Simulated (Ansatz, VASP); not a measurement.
**Si2Ni in VASP and in Ansatz**

INCAR

```
  PREC = Accurate
  ENCUT = 520
  EDIFF = 1E-6
  ISMEAR = 0
  SIGMA = 0.1
  LREAL = F
  LASPH = T
  NELM = 100
  ALGO = Normal
  ISIF = 2
  LWAVE = F
  LCHARG = F
  GGA = PE
  NBANDS = 16
```

File KPOINTS:

```
regular mesh
0
Gamma
  14 14 14
```

The input POSCAR:

```
Si2Ni
1.0
    0.0000000000      2.8113447628      2.8113447628
    2.8113447628      0.0000000000      2.8113447628
    2.8113447628      2.8113447628      0.0000000000
Si Ni
2 1
Direct
    0.2500000000      0.2500000000      0.2500000000
    0.7500000000      0.7500000000      0.7500000000
    0.0000000000      0.0000000000      0.0000000000
```

Input for Ansatz:

```yaml
crystal:
  lattice:
    - [0.0, 2.8113447628, 2.8113447628]
    - [2.8113447628, 0.0, 2.8113447628]
    - [2.8113447628, 2.8113447628, 0.0]
  atoms:
    - { symbol: Si, position: [0.25, 0.25, 0.25] }
    - { symbol: Si, position: [0.75, 0.75, 0.75] }
    - { symbol: Ni, position: [0.0, 0.0, 0.0] }
basis:
  ecutwfc: 420
kpoints:
  mp_grid: { grid: [14, 14, 14] }
hamiltonian:
  xc: pbe
scf:
  occupations: { method: gaussian, width: 0.1 }
output:
  forces: true
  stress: true
  eigenvalues: true
```

Alike in both runs: task single point; functional PBE; k mesh 14 × 14 × 14; occupations gaussian, width 0.1 eV; no spin polarisation.

|  | VASP | Ansatz |
| --- | --- | --- |
| version | VASP 6.6.1 | Ansatz 0.2.0 |
| potentials or method | VASP PAW PBE potentials, release 64 (Si, Ni), cutoff 520 eV | scalar-relativistic, plane waves, PAW |
| valence electrons in the cell | 18 | 26 |

|  | VASP | Ansatz | Ansatz less VASP |
| --- | --- | --- | --- |
| gap on the k mesh at the Fermi level (eV) | none | none | - |
| pressure (GPa) | -11.2 | -11.2 | +0.05 |

A gap of «none» marks a metal or a gap that the smearing closes. VASP's potentials hold 18 valence electrons a cell and Ansatz's 26, so a difference there can come from the potentials and not from the codes.
